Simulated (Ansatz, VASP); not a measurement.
NaCl in VASP and in Ansatz

The input INCAR:

```
SYSTEM = NaCl
PREC = Accurate
ENCUT = 400
EDIFF = 1E-8
ISMEAR = -1
SIGMA = 0.02
LREAL = .FALSE.
LASPH = .TRUE.
NELM = 120
ALGO = Normal
ISIF = 2
LWAVE = .FALSE.
LCHARG = .FALSE.
GGA = PS
LEFG = .TRUE.
NBANDS = 14
GGA_COMPAT = .FALSE.
```

The input KPOINTS:

```
regular mesh
0
G
  8 8 8
  0 0 0
```

Contents of POSCAR:

```
NaCl
1.0
    2.8600000000      0.0000000000      0.0000000000
    0.0000000000      2.8600000000      0.0000000000
    0.0000000000      0.0000000000      2.8600000000
Na Cl
1 1
Direct
    0.0000000000      0.0000000000      0.0000000000
    0.5000000000      0.5000000000      0.5000000000
```

Input for Ansatz:

```yaml
crystal:
  lattice:
    - [2.86, 0.0, 0.0]
    - [0.0, 2.86, 0.0]
    - [0.0, 0.0, 2.86]
  atoms:
    - { symbol: Na, position: [0.0, 0.0, 0.0] }
    - { symbol: Cl, position: [0.5, 0.5, 0.5] }
kpoints:
  mp_grid: { grid: [8, 8, 8] }
  band_path:
    path:
      - [0.0, 0.0, 0.0]
      - [0.0, 0.5, 0.0]
      - [0.5, 0.5, 0.0]
      - [0.0, 0.0, 0.0]
      - [0.5, 0.5, 0.5]
      - [0.0, 0.5, 0.0]
      - [0.5, 0.5, 0.5]
      - [0.5, 0.5, 0.0]
    npoints: 8
scf:
  occupations: { method: fermi_dirac, width: 0.02 }
hamiltonian:
  xc: pbesol
  pseudopotentials: { kind: all_electron, datasets: crystal }
output:
  forces: true
  stress: true
  eigenvalues: true
  efg: { contact_densities: true }
```

Alike in both runs: task electric field gradients; functional PBEsol; k mesh 8 × 8 × 8; occupations fermi-dirac, width 0.02 eV; no spin polarisation.

|  | VASP | Ansatz |
| --- | --- | --- |
| version | VASP 6.6.1 | Ansatz 0.2.0 |
| potentials or method | VASP PAW PBE potentials, release 64 (Na_pv, Cl), cutoff 400 eV | all-electron PAW with datasets made for the crystal, scalar-relativistic |

```tsv
	VASP	Ansatz	Ansatz less VASP
gap on the k mesh at the Fermi level (eV)	4.20	4.15	-0.051
```

VASP's potentials were made for PBE, not for PBEsol. Ansatz ran all-electron here, and VASP with PAW potentials.
